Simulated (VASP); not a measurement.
Here is a VASP 6.6.1 calculation.

File INCAR:

```
SYSTEM = ScCo
PREC = Accurate
ENCUT = 520
EDIFF = 1E-6
ISMEAR = 0
SIGMA = 0.1
LREAL = .False.
LASPH = .True.
NELM = 150
ALGO = Normal
ISIF = 2
LWAVE = .False.
LCHARG = .False.
ISPIN = 2
MAGMOM = 0 0.35
LORBIT = 11
LMAXMIX = 4
NBANDS = 21
```

File KPOINTS:

```
Automatic mesh
0
Gamma
  14 14 14
  0 0 0
```

File POSCAR:

```
ScCo
1.0
    3.0322153824      0.0000000000      0.0000000000
    0.0000000000      3.0322153824      0.0000000000
    0.0000000000      0.0000000000      3.0322153824
Sc Co
1 1
Direct
    0.5000000000      0.5000000000      0.5000000000
    0.0000000000      0.0000000000      0.0000000000
```

Potentials or basis: VASP PAW LDA potentials, release 64 (Sc_sv, Co).

Run with:

```console
$ cat potpaw_LDA.64/Sc_sv/POTCAR potpaw_LDA.64/Co/POTCAR > POTCAR
$ mpirun -np 1 vasp_std > vasp.out
```

Problem. What does it give for the net moment?

Solution. 0.00 μB per cell.

Problem. What does it give for the pressure?

Solution. 0.6 GPa.
